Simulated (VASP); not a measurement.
Crystal: Ge.

```
Ge
1.0
     1.39715   -2.60052    0.00000
     1.39715    2.60052    0.00000
     0.00000    0.00000    2.69823
Ge
1
Cartesian
  1.3971 0.0000 0.0000
```

Base run:

* Program: VASP 6.6.1
* Functional: PBEsol
* Potentials or basis: VASP PAW PBE potentials, release 64 (Ge_d)
* Cutoff: 500 eV
* k mesh: 8 × 8 × 8
* Occupations: fermi-dirac, width 0.1 eV
* Spin: no spin polarisation

Its results: band gap on the k mesh zero (bands 7 and 8 overlap by 8.91 eV); pressure -4.5 GPa.

Problem. After a change of settings the same cell gave: band gap on the k mesh zero (bands 7 and 8 overlap by 8.20 eV); pressure -1.2 GPa. Which change was it?
A. k mesh from 8 × 8 × 8 to 4 × 4 × 3
B. k mesh from 8 × 8 × 8 to 5 × 5 × 4
C. k mesh from 8 × 8 × 8 to 7 × 7 × 6
D. k mesh from 8 × 8 × 8 to 6 × 6 × 5

Solution. B.

Caveats: some runs use coarse meshes; the PAW data sets were made with another functional, which shifts forces and pressure a little; the cell stands under tension (at least some runs).
